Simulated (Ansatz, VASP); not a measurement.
Ti3Al in VASP and in Ansatz

```
Ti Al
1.0
     0.00000    3.21009    3.21009
     3.21009    0.00000    3.21009
     3.21009    3.21009    0.00000
Ti Al
3 1
Cartesian
  4.8151 4.8151 4.8151
  1.6050 1.6050 1.6050
  0.0000 0.0000 0.0000
  3.2101 3.2101 3.2101
```

Alike in both runs: task single point; functional PBEsol; k mesh 6 × 6 × 6; no spin polarisation.

|  | VASP | Ansatz |
| --- | --- | --- |
| version | VASP 6.6.1 | Ansatz 0.2.0 |
| potentials or method | VASP PAW PBE potentials, release 64 (Ti_sv, Al), cutoff 520 eV | plane waves, PAW |
| occupations | methfessel-paxton of order 1, width 0.15 eV | cold, width 0.15 eV |
| valence electrons in the cell | 39 | 39 |

|  | VASP | Ansatz | Ansatz less VASP |
| --- | --- | --- | --- |
| pressure (GPa) | -2.9 | -2.9 | +0.06 |

VASP's potentials were made for PBE, not for PBEsol.
